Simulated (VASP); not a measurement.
Here is a VASP 6.6.1 calculation.

Contents of INCAR:

```
SYSTEM = K
  ALGO = Normal
  EDIFF = 1E-8
  ENCUT = 520
  GGA = PS
  ISIF = 2
  ISMEAR = -1
  LASPH = .True.
  LCHARG = .False.
  LEFG = .True.
  LREAL = .False.
  LWAVE = .False.
  NBANDS = 10
  NELM = 100
  PREC = Accurate
  SIGMA = 0.08
```

Contents of KPOINTS:

```
k-points
0
Gamma
  10 10 10
  0 0 0
```

File POSCAR:

```
K
1.0
   -2.6266977383      2.6266977383      2.6266977383
    2.6266977383     -2.6266977383      2.6266977383
    2.6266977383      2.6266977383     -2.6266977383
K
1
Direct
    0.0000000000      0.0000000000      0.0000000000
```

Potentials or basis: VASP PAW PBE potentials, release 64 (K_sv).

Run with:

```sh
$ cat potpaw_PBE.64/K_sv/POTCAR > POTCAR
$ mpirun -np 1 vasp_std > vasp.out
```

Problem. Estimate the band gap on the k mesh.

Solution. Zero (an odd number of electrons rules out a gap without spin polarisation).

Problem. Predict the pressure.

Solution. -0.1 GPa.

Caveat: the PAW data sets were made with another functional, which shifts forces and pressure a little.
